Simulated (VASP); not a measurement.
Runs of VASP 6.6.1 on HfB. The structure is that of space group Fm-3m (No. 225), or close to it. The cells are those of the table. 

| task | cell | gap on the mesh (eV) | pressure (GPa) |
| --- | --- | --- | --- |
| single point | a = 3.145 Å, angles 60.0°, 2 atoms | none | (a) |
| single point | a = 3.367 Å, angles 60.0°, 2 atoms | none | 3.4 |
| single point | a = 3.339 Å, angles 60.0°, 2 atoms | none | (b) |
| single point | a = 3.304 Å, angles 60.0°, 2 atoms | none | 15.8 |
| relaxation of cell and atoms | relaxed to 8 GPa from a = 3.338 Å, angles 60.0°, 2 atoms | none | 8.0 |
| relaxation of cell and atoms | relaxed to 30 GPa from a = 3.239 Å, angles 60.0°, 2 atoms | none | 30.0 |
| single point | a = 3.241 Å, angles 60.0°, 2 atoms | none | 31.3 |
| relaxation of cell and atoms | relaxed to 15 GPa from a = 3.303 Å, angles 60.0°, 2 atoms | none | 15.0 |

Alike in all rows: level PBEsol; potentials or basis VASP PAW PBE potentials, release 64 (Hf_pv, B); no spin polarisation; k mesh 16 × 16 × 16; cutoff (eV) 500; smearing gaussian 0.1 eV.

Question: Fill in the values left out.

Answer: (a) 62.4; (b) 8.6.

Caveats: the PAW data sets were made with another functional, which shifts forces and pressure a little; spin-orbit coupling is left out, which moves the levels of the heavy elements; the cell stands under pressure (at least some runs); the cell is relaxed towards a set pressure, so the run minimises the enthalpy, not the energy (at least some runs).

A k mesh can miss the band edges, and the runs leave out spin-orbit coupling on Hf.

A gap of «none» marks levels without a gap at the run's occupations.
